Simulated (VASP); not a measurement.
Wanted: the native input for a VASP 6.6.1 run.

* Task: single point
* Functional: PBE
* Potentials or basis: VASP PAW PBE potentials, release 64 (Si, Sn_d)
* Cutoff: 520 eV
* k mesh: 3 × 3 × 6
* Occupations: gaussian, width 0.1 eV
* Spin: no spin polarisation
* Dipole correction: no
* Further INCAR settings: ALGO = Fast; EDIFF = 1e-06; NBANDS = 46

The structure of SiSn5 lies in POSCAR:

```
SiSn5
1.0
   10.2668795795      0.0000000000      0.0000000000
   -5.1334397898      8.8913785334      0.0000000000
    0.0000000000      0.0000000000      2.9319867301
Si Sn
1 5
Direct
    0.0000000000      0.0000000000      0.5000000000
    0.3333333333      0.6666666667      0.5000000000
    0.6666666667      0.3333333333      0.5000000000
    0.5000000000      0.0000000000      0.5000000000
    0.0000000000      0.5000000000      0.5000000000
    0.5000000000      0.5000000000      0.5000000000
```

The cell was built from a structure type or drawn by symmetry, and may not be a known phase.

These files were run (other wordings do the same):

INCAR

```
  PREC = Accurate
  ENCUT = 520
  EDIFF = 1E-6
  ISMEAR = 0
  SIGMA = 0.1
  LREAL = False
  LASPH = True
  NELM = 60
  ALGO = Fast
  ISIF = 2
  LWAVE = False
  LCHARG = False
  GGA = PE
  NBANDS = 46
```

KPOINTS

```
regular mesh
0
Gamma
  3 3 6
```

Potentials or basis: VASP PAW PBE potentials, release 64 (Si, Sn_d).

Run with:

```sh
$ cat potpaw_PBE.64/Si/POTCAR potpaw_PBE.64/Sn_d/POTCAR > POTCAR
$ mpirun -np 1 vasp_std > vasp.out
```

Results of the run:

The pressure is -0.2 GPa and the band gap on the k mesh is zero (bands 37 and 38 overlap by 0.99 eV).

Caveat: spin-orbit coupling is left out, which moves the levels of the heavy elements.

It took 2.5 min on 1 thread of Intel(R) Xeon(R) 6975P-C (Granite Rapids), with other jobs on the host, peak memory 0.45 GiB.
